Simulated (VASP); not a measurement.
# MnS (F-43m) in VASP: notebook, part 2 of 2

VASP 6.6.1. The steps go on from the part before.

### 3 Single point, PBEsol+U, collinear spin, ferromagnetic start

This run uses another cell than the first one, of 21.87 Å³/atom.

File INCAR:

```
SYSTEM = MnS
ALGO     = Normal         ! electronic algorithm
EDIFF    = 1E-6           ! SCF threshold, eV
ENCUT    = 520            ! plane-wave cutoff, eV
GGA      = PS             ! functional
ISIF     = 2              ! what is computed and relaxed
ISMEAR   = -1             ! smearing method
ISPIN    = 2              ! spin polarisation
LASPH    = .True.         ! aspherical terms in the spheres
LCHARG   = .False.        ! write CHGCAR
LDAU     = .True.         ! DFT+U
LDAUJ    = 0 0          
LDAUL    = 2 -1           ! shell
LDAUPRINT= 1            
LDAUTYPE = 2            
LDAUU    = 1 0            ! U, eV
LMAXMIX  = 4              ! l up to which the mixer works
LORBIT   = 11             ! projections on sites
LREAL    = .False.        ! projectors in reciprocal space
LWAVE    = .False.        ! write WAVECAR
MAGMOM   = 4 0            ! initial moments
NBANDS   = 20             ! bands
NELM     = 150            ! most SCF steps
PREC     = Accurate       ! precision mode
SIGMA    = 0.05           ! smearing width, eV
```

File KPOINTS:

```
k-points
0
Gamma
  9 9 9
  0 0 0
```

File POSCAR:

```
MnS
1.0
    0.0000000000      2.7966902180      2.7966902180
    2.7966902180      0.0000000000      2.7966902180
    2.7966902180      2.7966902180      0.0000000000
Mn S
1 1
Direct
    0.0000000000      0.0000000000      0.0000000000
    0.7500000000      0.7500000000      0.7500000000
```

Potentials or basis: VASP PAW PBE potentials, release 64 (Mn_pv, S).

On the command line:

```bash
$ cat potpaw_PBE.64/Mn_pv/POTCAR potpaw_PBE.64/S/POTCAR > POTCAR
$ mpirun -np 1 vasp_std > vasp.out
```

OUTCAR:

```text
SYSTEM = MnS
   EDIFF = 1E-6
   ENCUT = 520
   GGA = PS
   ISIF = 2
   ISMEAR = -1
   ISPIN = 2
   LASPH = .True.
   LORBIT = 11
   LREAL = .False.
   NELM = 150
   PREC = Accurate

 ion  position               nearest neighbor table
   1  0.000  0.000  0.000-   2 2.42   2 2.42   2 2.42   2 2.42
   2  0.750  0.750  0.750-   1 2.42   1 2.42   1 2.42   1 2.42

  LATTYP: Found a face centered cubic cell.
 ALAT       =     5.5933804360

  Lattice vectors:

 A1 = (   0.0000000000,   2.7966902180,   2.7966902180)
 A2 = (   2.7966902180,   0.0000000000,   2.7966902180)
 A3 = (   2.7966902180,   2.7966902180,   0.0000000000)

Analysis of symmetry for initial positions (statically):
=====================================================================
 Subroutine PRICEL returns:
[... 1353 lines left out ...]
  energy-cutoff  :      520.00
  volume of cell :       43.75
      direct lattice vectors                 reciprocal lattice vectors
     0.000000000  2.796690218  2.796690218    -0.178782761  0.178782761  0.178782761
     2.796690218  0.000000000  2.796690218     0.178782761 -0.178782761  0.178782761
     2.796690218  2.796690218  0.000000000     0.178782761  0.178782761 -0.178782761

 POSITION                                       TOTAL-FORCE (eV/Angst)
 -----------------------------------------------------------------------------------
      0.00000      0.00000      0.00000         0.000000     -0.000000      0.000000
      4.19504      4.19504      4.19504        -0.000000      0.000000     -0.000000
 -----------------------------------------------------------------------------------
    total drift:                                0.000000      0.000000      0.000000

  FREE ENERGIE OF THE ION-ELECTRON SYSTEM (eV)
  ---------------------------------------------------
  free  energy   TOTEN  =       -14.4185431282 eV

  energy  without entropy=      -14.4166147136  energy(sigma->0) =      -14.41757892

 total charge

# of ion       s       p       d       tot
------------------------------------------
    1        0.267   6.221   4.890  11.378
    2        1.308   2.440   0.000   3.748
--------------------------------------------------
tot          1.575   8.661   4.890  15.126

 magnetization (x)

# of ion       s       p       d       tot
------------------------------------------
    1        0.049   0.067   4.298   4.414
    2        0.009   0.065   0.000   0.074
--------------------------------------------------
tot          0.058   0.132   4.298   4.488
```

OSZICAR:

```text
N       E                     dE             d eps       ncg     rms          rms(c)
DAV:   1     0.152494933833E+03    0.15249E+03   -0.10087E+04  2832   0.928E+02
DAV:   2    -0.680780273098E+01   -0.15930E+03   -0.15036E+03  2916   0.272E+02
DAV:   3    -0.151248708289E+02   -0.83171E+01   -0.82165E+01  3208   0.683E+01
DAV:   4    -0.152365030696E+02   -0.11163E+00   -0.11155E+00  3208   0.812E+00
DAV:   5    -0.152383629944E+02   -0.18599E-02   -0.18599E-02  3200   0.110E+00    0.108E+01
DAV:   6    -0.144046464074E+02    0.83372E+00   -0.71785E+00  3104   0.301E+01    0.120E+01
DAV:   7    -0.144204058318E+02   -0.15759E-01   -0.84320E-01  3080   0.104E+01    0.676E+00
DAV:   8    -0.144242163090E+02   -0.38105E-02   -0.61952E-02  3212   0.221E+00    0.342E+00
DAV:   9    -0.144177252054E+02    0.64911E-02   -0.18958E-02  3012   0.112E+00    0.339E-01
DAV:  10    -0.144183669396E+02   -0.64173E-03   -0.50850E-03  3064   0.630E-01    0.171E-01
DAV:  11    -0.144184686667E+02   -0.10173E-03   -0.37191E-04  3180   0.198E-01    0.109E-01
DAV:  12    -0.144185181505E+02   -0.49484E-04   -0.77202E-05  3108   0.552E-02    0.810E-02
DAV:  13    -0.144185316962E+02   -0.13546E-04   -0.12554E-05  3120   0.297E-02    0.401E-02
DAV:  14    -0.144185429281E+02   -0.11232E-04   -0.99150E-06  3000   0.202E-02    0.124E-02
DAV:  15    -0.144185431282E+02   -0.20013E-06   -0.14182E-06  2880   0.937E-03
   1 F= -.14418543E+02 E0= -.14417579E+02  d E =-.192841E-02  mag=     4.9880
```

stdout:

```text
POSCAR found type information on POSCAR MnS
 POSCAR found :  2 types and       2 ions
 scaLAPACK will be used
 -----------------------------------------------------------------------------
|                                                                             |
|                                                                             |
|     You enforced a specific xc type in the INCAR file but a different       |
|     I HOPE YOU KNOW WHAT YOU ARE DOING!                                     |
|                                                                             |
 -----------------------------------------------------------------------------

 LDA part: xc-table for (Slater+PW92), standard interpolation
 POSCAR, INCAR and KPOINTS ok, starting setup
 FFT: planning ... GRIDC
 FFT: planning ... GRID_SOFT
 FFT: planning ... GRID
 WAVECAR not read
 entering main loop
```

It took 56 s on 1 thread of Intel Xeon 6975P-C (Granite Rapids), shared host; peak memory 0.21 GiB.

What came out:

* Free energy: -14.4185 eV
* Pressure: 0.0 GPa
* Net moment: 4.99 μB per cell
* Site moments: Mn +4.41; S +0.07 μB
* Valence electrons inside the program's atomic spheres: Mn 11.38; S 3.75

Eigenvalues of the final occupation matrices:
```
    site  spin  trace               eigenvalues
site 1 d     1   4.61  0.92 0.92 0.92 0.92 0.92
site 1 d     2   0.30  0.02 0.02 0.08 0.08 0.08
```

Caveat: the PAW data sets were made with another functional, which shifts forces and pressure a little; a cell with one magnetic atom can't hold antiferromagnetic order, which such compounds often take. The state reached can hang on the start; a lower one may exist.
